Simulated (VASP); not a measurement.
# SiC (P6_3mc) in VASP: a series of runs

Runs on SiC. Level: r2SCAN. Tasks: single point.

All numbers are computed with VASP 6.6.1; they aren't measurements. Logs are shortened: lines on timing, memory, paths and dates and some standing lists are left out, and cuts for length are marked.

### 1 The cell of the first run

Symmetry: P6_3mc, No. 186, hexagonal system. Conventional cell: a = 3.075 Å, b = 3.075 Å, c = 5.149 Å, α = 90.00°, β = 90.00°, γ = 120.00°. Si (site symmetry 3m) has 4 C at 1.89 to 1.93 Å within 2.5 Å. C (site symmetry 3m) has 4 Si at 1.89 to 1.93 Å within 2.5 Å.

### 2 Single point, r2SCAN (uniaxial z strain +2.0%)

Input file POSCAR:

```
SiC
1.0
    3.0753562392      0.0000000000      0.0000000000
   -1.5376781196      2.6633366288      0.0000000000
    0.0000000000      0.0000000000      5.1490702528
Si C
2 2
Direct
    0.3333333333      0.6666666667      0.0003593547
    0.6666666667      0.3333333333      0.5003593547
    0.3333333333      0.6666666667      0.3746406453
    0.6666666667      0.3333333333      0.8746406453
```

Input file INCAR.step1:

```
ALGO = Normal ; EDIFF = 1E-4
ENCUT = 520 ; GGA = PE
ISMEAR = 0 ; LASPH = T
LCHARG = F ; LREAL = F
LWAVE = T ; NBANDS = 16
NELM = 60 ; PREC = Accurate
SIGMA = 0.01
```

Input file INCAR.step2:

```
ALGO = Normal ; EDIFF = 1E-7
ENCUT = 520 ; ISIF = 2
ISMEAR = 0 ; ISTART = 1
LASPH = T ; LCHARG = T
LELF = T ; LMIXTAU = T
LREAL = F ; LVHAR = T
LWAVE = F ; METAGGA = R2SCAN
NBANDS = 16 ; NELM = 60
PREC = Accurate ; SIGMA = 0.01
```

Input file KPOINTS:

```
k-points
0
Gamma
  12 12 6
```

Potentials or basis: VASP PAW PBE potentials, release 64 (Si, C).

The run is started by

```bash
> cat potpaw_PBE.64/Si/POTCAR potpaw_PBE.64/C/POTCAR > POTCAR
> cp INCAR.step1 INCAR
> mpirun -np 1 vasp_std > vasp.out
> cp INCAR.step2 INCAR
> mpirun -np 1 vasp_std > vasp.out
```

OUTCAR:

```text
EDIFF = 1E-7
   ENCUT = 520
   ISIF = 2
   ISMEAR = 0
   ISTART = 1
   LASPH = T
   LREAL = F
   METAGGA = R2SCAN
   NELM = 60
   PREC = Accurate

 ion  position               nearest neighbor table
   1  0.333  0.667  0.000-   4 1.89   4 1.89   4 1.89   3 1.93   2 3.13   2 3.13   2 3.13   2 3.13
                             2 3.13   2 3.13
   2  0.667  0.333  0.500-   3 1.89   3 1.89   3 1.89   4 1.93   1 3.13   1 3.13   1 3.13   1 3.13
                             1 3.13   1 3.13
   3  0.333  0.667  0.375-   2 1.89   2 1.89   2 1.89   1 1.93
   4  0.667  0.333  0.875-   1 1.89   1 1.89   1 1.89   2 1.93

  LATTYP: Found a hexagonal cell.
 ALAT       =     3.0753562392
 C/A-ratio  =     1.6743004232

  Lattice vectors:

 A1 = (   3.0753562392,   0.0000000000,   0.0000000000)
 A2 = (  -1.5376781196,   2.6633366288,   0.0000000000)
 A3 = (   0.0000000000,   0.0000000000,   5.1490702528)

Analysis of symmetry for initial positions (statically):
=====================================================================
 Subroutine PRICEL returns:
 Original cell was already a primitive cell.

 Routine SETGRP: Setting up the symmetry group for a
 hexagonal supercell.

 Subroutine GETGRP returns: Found 12 space group operations
 (whereof  6 operations were pure point group operations)
 out of a pool of 24 trial point group operations.

The static configuration has the point symmetry C_3v.
 The point group associated with its full space group is C_6v.

Analysis of symmetry for dynamics (positions and initial velocities):
=====================================================================
 Subroutine PRICEL returns:
 Original cell was already a primitive cell.

 Routine SETGRP: Setting up the symmetry group for a
 hexagonal supercell.

 Subroutine GETGRP returns: Found 12 space group operations
 (whereof  6 operations were pure point group operations)
 out of a pool of 24 trial point group operations.

The dynamic configuration has the point symmetry C_3v.
 The point group associated with its full space group is C_6v.

 Subroutine INISYM returns: Found 12 space group operations
 (whereof  6 operations are pure point group operations),
 and found     1 'primitive' translations

[... 96 lines left out ...]
   ENCUT  =  520.0 eV  38.22 Ry    6.18 a.u.   5.72  5.72  9.57*2*pi/ulx,y,z
   NELM   =     60;   NELMIN=  2; NELMDL=  0     # of ELM steps
   EDIFF  = 0.1E-06   stopping-criterion for ELM
   LREAL  =      F    real-space projection
   EDIFFG = 0.1E-05   stopping-criterion for IOM
   NSW    =      0    number of steps for IOM
   IBRION =     -1    ionic relax: 0-MD 1-quasi-New 2-CG
   NFREE  =      0    steps in history (QN), initial steepest desc. (CG)
   ISIF   =      2    stress and relaxation
   ISYM   =      2    0-nonsym 1-usesym 2-fastsym
   POTIM  = 0.5000    time-step for ionic-motion
   TEBEG  =    0.0;   TEEND  =   0.0 temperature during run
   PSTRESS=    0.0 pullay stress
   NELECT =      16.0000    total number of electrons
   NUPDOWN=      -1.0000    fix difference up-down
   EMIN   =  10.00;   EMAX   =-10.00  energy-range for DOS
   EFERMI =   0.00;   METHOD = LEGACY
   ISMEAR =     0;   SIGMA  =   0.01  broadening in eV -4-tet -1-fermi 0-gaus
   EFERMI_NEDOS =   21; number of points for ismear=-14 and -15
   IALGO  =     38    algorithm
   IMIX   =      4    mixing-type and parameters
     AMIX     =   0.40;   BMIX     =  1.00
     AMIX_MAG =   1.60;   BMIX_MAG =  1.00
  volume/ion in A,a.u.               =      10.54        71.15
  Fermi-wavevector in a.u.,A,eV,Ry     =   1.185127  2.239564 19.109721  1.404525
  Thomas-Fermi vector in A             =   2.321327
   LORBIT       =      0    0 simple, 1 ext, 2 COOP (PROOUT), +10 PAW based schemes
   METAGGA = R2SCAN    functional components
   LHFCALC =     F    Hartree Fock is set to
   AEXX    =    0.0000 exact exchange contribution
   IVDW    =     0    specifies the selected vdW correction
   LEPSILON=     F    determine dielectric tensor
   LRPA    =     F    only Hartree local field effects (RPA)
 non-spin polarized calculation
 Gauss-broadening in eV      SIGMA  =   0.01
  energy-cutoff  :      520.00
  volume of cell :       42.17
 maximum number of plane-waves:      1172
 NGX is ok and might be reduce to    24
   NGX = 11   NGY = 11   NGZ = 19

 number of electron      15.9999998 magnetization

 Free energy of the ion-electron system (eV)
  ---------------------------------------------------
  ext. energy  EPLUGINS =         0.00000000
  ---------------------------------------------------
  free energy    TOTEN  =       -38.60854082 eV

  energy without entropy =      -38.60854082  energy(sigma->0) =      -38.60854082

 E-fermi :   8.0198     XC(G=0): -11.8424

 val. band max:        7.9704623574   @ k =   0.0000   0.0000   0.0000
 cond. band min:      10.5221096574   @ k =   0.3333   0.3333   0.0000
 fundamental gap:      2.5516473001
 Fermi energy:         8.0198394418

 k-point     1 :       0.0000    0.0000    0.0000
  band No.  band energies     occupation
      1      -8.2717      2.00000
      2      -4.8668      2.00000
      3      -1.0119      2.00000
      4       6.6885      2.00000
      5       6.6885      2.00000
      6       7.6843      2.00000
[... 433 lines left out ...]
      3       0.4171      2.00000
      4       2.1406      2.00000
      5       2.9449      2.00000
      6       5.0902      2.00000
[... 8 lines left out ...]
     15      19.8364      0.00000
     16      20.7642      0.00000

 [... further k-points ...]

------------------------ aborting loop because EDIFF is reached ----------------------------------------

  FORCE on cell =-STRESS in cart. coord.  units (eV):
  Direction    XX          YY          ZZ          XY          YZ          ZX
  --------------------------------------------------------------------------------------
  -------------------------------------------------------------------------------------
  Total       -0.2640951     -0.2640951     -2.9369124      0.0000000      0.0000000      0.0000000
  in kB      -10.0327652    -10.0327652   -111.5709851      0.0000000      0.0000000      0.0000000
  external PRESSURE =     -43.8788385 kB  Pullay stress =       0.0000000 kB

 VOLUME and BASIS-vectors are now :
 -----------------------------------------------------------------------------
  energy-cutoff  :      520.00
  volume of cell :       42.17
      direct lattice vectors                 reciprocal lattice vectors
     3.075356239  0.000000000  0.000000000     0.325165582  0.187734436  0.000000000
    -1.537678120  2.663336629  0.000000000     0.000000000  0.375468872  0.000000000
     0.000000000  0.000000000  5.149070253     0.000000000  0.000000000  0.194209819

 POSITION                                       TOTAL-FORCE (eV/Angst)
 -----------------------------------------------------------------------------------
     -0.00000      1.77556      0.00185         0.000000     -0.000000     -0.001328
      1.53768      0.88778      2.57639        -0.000000      0.000000     -0.001328
     -0.00000      1.77556      1.92905         0.000000     -0.000000      0.001328
      1.53768      0.88778      4.50359        -0.000000      0.000000      0.001328
 -----------------------------------------------------------------------------------
    total drift:                               -0.000000     -0.000000      0.000321

  FREE ENERGIE OF THE ION-ELECTRON SYSTEM (eV)
  ---------------------------------------------------
  free  energy   TOTEN  =       -38.6085408215 eV

  energy  without entropy=      -38.6085408215  energy(sigma->0) =      -38.60854082
```

Run time: 81 s. Hardware: 1 thread of Intel Xeon 6975P-C (Granite Rapids), shared host; peak memory 0.18 GiB.

Results:

```yaml
Free_energy: -38.6085 eV
Pressure: -4.4 GPa
Band_gap_on_the_k_mesh: 2.55 eV, indirect (least direct gap 4.60 eV)
```

Levels at points of the mesh, in eV from the valence-band top:
```tsv
k point	band 6	band 7	band 8	band 9	band 10	band 11
(0.00, 0.00, 0.00)	-0.29	0.00	0.00	5.48	6.14	7.19
(0.50, 0.00, 0.00)	-3.37	-3.36	-1.30	3.30	4.45	7.27
(0.00, 0.00, 0.50)	-0.69	-0.69	-0.69	6.51	6.51	7.88
(0.50, 0.00, 0.50)	-2.57	-2.51	-2.51	3.55	3.55	5.61
```

Caveat: the cell differs from its parent crystal (uniaxial z strain +2.0%); the PAW data sets were made with another functional, which shifts forces and pressure a little.

### 3 Single point, r2SCAN (uniaxial z strain +3.0%)

Input file POSCAR:

```
SiC
1.0
    3.0753562392      0.0000000000      0.0000000000
   -1.5376781196      2.6633366288      0.0000000000
    0.0000000000      0.0000000000      5.1995513337
Si C
2 2
Direct
    0.3333333333      0.6666666667      0.0006052766
    0.6666666667      0.3333333333      0.5006052766
    0.3333333333      0.6666666667      0.3743947234
    0.6666666667      0.3333333333      0.8743947234
```

Input file INCAR.step1:

```
SYSTEM = SiC
PREC = Accurate
ENCUT = 520
ISMEAR = 0
SIGMA = 0.01
LREAL = .False.
LASPH = .True.
NELM = 60
NBANDS = 16
GGA = PE
ALGO = Normal
EDIFF = 1E-4
LWAVE = .True.
LCHARG = .False.
```

Input file INCAR.step2:

```
SYSTEM = SiC
PREC = Accurate
ENCUT = 520
EDIFF = 1E-7
ISMEAR = 0
SIGMA = 0.01
LREAL = .False.
LASPH = .True.
NELM = 60
ALGO = Normal
ISIF = 2
LWAVE = .False.
LCHARG = .False.
METAGGA = R2SCAN
LMIXTAU = .True.
NBANDS = 16
ISTART = 1
```

Input file KPOINTS:

```
regular mesh
0
Gamma
  12 12 6
  0 0 0
```

Potentials or basis: VASP PAW PBE potentials, release 64 (Si, C).

The run is started by

```bash
> cat potpaw_PBE.64/Si/POTCAR potpaw_PBE.64/C/POTCAR > POTCAR
> cp INCAR.step1 INCAR
> mpirun -np 1 vasp_std > vasp.out
> cp INCAR.step2 INCAR
> mpirun -np 1 vasp_std > vasp.out
```

Wall time 98 s (1 thread of Intel Xeon 6975P-C (Granite Rapids), shared host); peak memory 0.19 GiB.

Results (log left out):

* Free energy: -38.5733 eV
* Pressure: -6.3 GPa
* Band gap on the k mesh: 2.51 eV, indirect (least direct gap 4.66 eV)

Forces on the atoms (eV/Å):
```
Si   0.000  0.000 -0.002
Si   0.000  0.000 -0.002
C    0.000  0.000  0.002
C    0.000  0.000  0.002
```

Stress tensor (GPa, compression positive):
```
 -1.32   0.00   0.00
  0.00  -1.32   0.00
  0.00   0.00 -16.23
```

Levels at points of the mesh, in eV from the valence-band top:
```tsv
k point	band 5	band 6	band 7	band 8	band 9	band 10	band 11	band 12
(0.00, 0.00, 0.00)	-1.23	-0.36	0.00	0.00	5.53	5.81	7.19	7.19
(0.50, 0.00, 0.00)	-5.57	-3.35	-3.31	-1.33	3.33	4.36	7.17	7.54
(0.00, 0.00, 0.50)	-0.66	-0.66	-0.66	-0.66	6.52	6.52	7.88	7.88
(0.50, 0.00, 0.50)	-2.62	-2.62	-2.48	-2.48	3.47	3.47	5.53	5.53
```

Caveat: the cell differs from its parent crystal (uniaxial z strain +3.0%); the PAW data sets were made with another functional, which shifts forces and pressure a little. A k mesh can miss the band edges.

### 4 Single point, r2SCAN (uniaxial z strain +4.0%)

Input file POSCAR:

```
SiC
1.0
    3.0753562392      0.0000000000      0.0000000000
   -1.5376781196      2.6633366288      0.0000000000
    0.0000000000      0.0000000000      5.2500324147
Si C
2 2
Direct
    0.3333333333      0.6666666667      0.0007538755
    0.6666666667      0.3333333333      0.5007538755
    0.3333333333      0.6666666667      0.3742461245
    0.6666666667      0.3333333333      0.8742461245
```

Input file INCAR.step1:

```
ALGO = Normal ; EDIFF = 1E-4
ENCUT = 520 ; GGA = PE
ISMEAR = 0 ; LASPH = T
LCHARG = F ; LREAL = F
LWAVE = T ; NBANDS = 16
NELM = 80 ; PREC = Accurate
SIGMA = 0.01
```

Input file INCAR.step2:

```
ALGO = Normal ; EDIFF = 1E-6
ENCUT = 520 ; ISIF = 2
ISMEAR = 0 ; ISTART = 1
LASPH = T ; LCHARG = F
LMIXTAU = T ; LREAL = F
LWAVE = F ; METAGGA = R2SCAN
NBANDS = 16 ; NELM = 80
PREC = Accurate ; SIGMA = 0.01
```

Input file KPOINTS:

```
k-points
0
Gamma
  12 12 6
```

The run is started by

```bash
> cat potpaw_PBE.64/Si/POTCAR potpaw_PBE.64/C/POTCAR > POTCAR
> cp INCAR.step1 INCAR
> mpirun -np 1 vasp_std > vasp.out
> cp INCAR.step2 INCAR
> mpirun -np 1 vasp_std > vasp.out
```

Wall time 1.8 min (1 thread of Intel Xeon 6975P-C (Granite Rapids), shared host); peak memory 0.18 GiB.

Results (log left out):

```yaml
Free_energy: -38.5253 eV
Pressure: -8.1 GPa
Largest_force: 0.003 eV/Å
Band_gap_on_the_k_mesh: 2.47 eV, indirect (least direct gap 4.72 eV)
```

Forces on the atoms (eV/Å):
```
Si   0.000  0.000 -0.003
Si   0.000  0.000 -0.003
C    0.000  0.000  0.003
C    0.000  0.000  0.003
```

Stress tensor (GPa, compression positive):
```
 -1.58   0.00   0.00
  0.00  -1.58   0.00
  0.00   0.00 -21.00
```

Levels at points of the mesh, in eV from the valence-band top:
```
           k point  band 5  band 6  band 7  band 8  band 9  band 10  band 11  band 12
(0.00, 0.00, 0.00)   -1.18   -0.43    0.00    0.00    5.48     5.59     7.19     7.19
(0.50, 0.00, 0.00)   -5.54   -3.34   -3.26   -1.35    3.37     4.27     7.06     7.52
(0.00, 0.00, 0.50)   -0.64   -0.64   -0.64   -0.64    6.53     6.53     7.88     7.88
(0.50, 0.00, 0.50)   -2.67   -2.67   -2.46   -2.46    3.38     3.38     5.45     5.45
```

Caveat: the cell differs from its parent crystal (uniaxial z strain +4.0%); the PAW data sets were made with another functional, which shifts forces and pressure a little. A k mesh can miss the band edges.

### 5 Overview

```csv
cell,gap on the mesh (eV),pressure (GPa)
"a = 3.075, b = 3.075, c = 5.149 Å, angles 90.0, 90.0, 120.0°, 4 atoms",2.55,-4.4
"a = 3.075, b = 3.075, c = 5.200 Å, angles 90.0, 90.0, 120.0°, 4 atoms",2.51,-6.3
"a = 3.075, b = 3.075, c = 5.250 Å, angles 90.0, 90.0, 120.0°, 4 atoms",2.47,-8.1
```

Alike in all rows: task single point; level r2SCAN; potentials or basis VASP PAW PBE potentials, release 64 (Si, C); no spin polarisation; k mesh 12 × 12 × 6; cutoff (eV) 520; smearing gaussian 0.01 eV.

Caveats: the PAW data sets were made with another functional, which shifts forces and pressure a little.

Absolute energies hang on the potentials; compare differences alone.
